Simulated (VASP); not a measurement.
**Ba: relaxation of cell and atoms with PBEsol**

Crystal: Ba.

```
Ba
1.0
    -2.43433    2.43433    2.43433
     2.43433   -2.43433    2.43433
     2.43433    2.43433   -2.43433
Ba
1
Direct
  0.00000 0.00000 0.00000
```

```json
{"Program": "VASP 6.6.1", "Task": "relaxation of cell and atoms", "Functional": "PBEsol", "Potentials or basis": "VASP PAW PBE potentials, release 64 (Ba_sv)", "Cutoff": "600 eV", "k mesh": "12 × 12 × 12", "Occupations": "gaussian, width 0.1 eV", "Spin": "no spin polarisation", "Dipole correction": "no", "Further INCAR settings": "ALGO = Fast; EDIFF = 1e-06; IBRION = 2; EDIFFG = -0.005; NSW = 100; ISIF = 3"}
```

The relaxed volume is 58.25 Å³/atom and the relaxed cell is a = 4.230 Å, b = 4.230 Å, c = 4.230 Å, α = 109.47°, β = 109.47°, γ = 109.47°. The space group after relaxing (to 0.05 Å) is Im-3m (No. 229) and the energy gained by relaxing is 0.3 meV/atom. The ionic steps are 4 and the pressure after relaxing is 0.0 GPa. The band gap on the k mesh is zero (band 5 reaches 2.39 eV, above the bottom of band 6 at 1.15 eV).

The path:
```csv
step,energy change (eV),largest force (eV/Å),pressure (GPa),volume (Å³)
1,0.0000,0.0000,0.12,57.70
2,-0.0002,0.0000,0.04,58.06
3,-0.0002,0.0000,0.05,58.12
4,-0.0003,0.0000,0.01,58.25
```

Final structure:
```cif
data_structure
_symmetry_space_group_name_H-M 'P 1'
_symmetry_Int_Tables_number 1
_cell_length_a 4.2296
_cell_length_b 4.2296
_cell_length_c 4.2296
_cell_angle_alpha 109.471
_cell_angle_beta 109.471
_cell_angle_gamma 109.471
_cell_volume 58.25
loop_
_atom_site_label
_atom_site_type_symbol
_atom_site_fract_x
_atom_site_fract_y
_atom_site_fract_z
_atom_site_occupancy
Ba1 Ba 0.00000 0.00000 0.00000 1
```

Levels at points of the mesh, in eV from the Fermi level:
```tsv
k point	band 3	band 4	band 5	band 6	band 7	band 8
(0.00, 0.00, 0.00)	-13.60	-13.60	-2.80	1.90	1.90	1.90
(0.50, 0.00, 0.00)	-13.79	-13.61	-0.96	0.66	1.52	3.43
(0.50, 0.50, 0.50)	-14.02	-14.02	-0.65	-0.65	4.74	4.74
```

It took 45 s on 1 thread of Intel(R) Xeon(R) 6975P-C (Granite Rapids) (shared host), peak memory 0.24 GiB.

Caveat: the PAW data sets were made with another functional, which shifts forces and pressure a little; spin-orbit coupling is left out, which moves the levels of the heavy elements. Zero-point motion and thermal expansion aren't in these numbers.
